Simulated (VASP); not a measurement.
Runs of VASP 6.6.1 on B4PdRu2. The structure is that of space group P3m1 (No. 156), or close to it. The cells are those of the table. 

```csv
task,cell,k mesh,cutoff (eV),smearing,gap on the mesh (eV),pressure (GPa),largest force (eV/Å)
single point,"a = 2.898, b = 2.898, c = 9.577 Å, angles 90.0, 90.0, 120.0°, 7 atoms",6 × 6 × 2,520,gaussian 0.2 eV,none,0.0,0.05
relaxation of cell and atoms,"relaxed from a = 2.900, b = 2.900, c = 9.700 Å, angles 90.0, 90.0, 120.0°, 7 atoms",6 × 6 × 2,600,gaussian 0.2 eV,none,0.8,0.06
single point,"a = 2.894, b = 2.894, c = 9.610 Å, angles 90.0, 90.0, 120.0°, 7 atoms",12 × 12 × 2,520,gaussian 0.2 eV,none,0.0,0.13
single point,"a = 2.984, b = 2.984, c = 9.945 Å, angles 90.0, 90.0, 120.0°, 7 atoms",12 × 12 × 4,520,gaussian 0.1 eV,none,-16.4,0.02
single point,"a = 2.896, b = 2.895, c = 9.593 Å, angles 90.0, 90.0, 120.0°, 7 atoms",12 × 12 × 2,520,gaussian 0.2 eV,none,0.0,(a)
single point,"a = 2.894, b = 2.894, c = 9.610 Å, angles 90.0, 90.0, 120.0°, 7 atoms",12 × 12 × 4,520,gaussian 0.1 eV,none,0.0,(b)
```

Alike in all rows: level PBE; potentials or basis VASP PAW PBE potentials, release 64 (B, Ru_pv, Pd); no spin polarisation.

Question: Estimate the missing entries.

Answer: (a) 0.03; (b) 0.04.

Caveats: some runs use coarse meshes; the relaxation stopped at a loose force limit of 0.08 eV/Å, so its end isn't a converged minimum (some runs).

A k mesh can miss the band edges, and the runs leave out spin-orbit coupling on Pd, Ru.

A gap of «none» marks levels without a gap at the run's occupations.
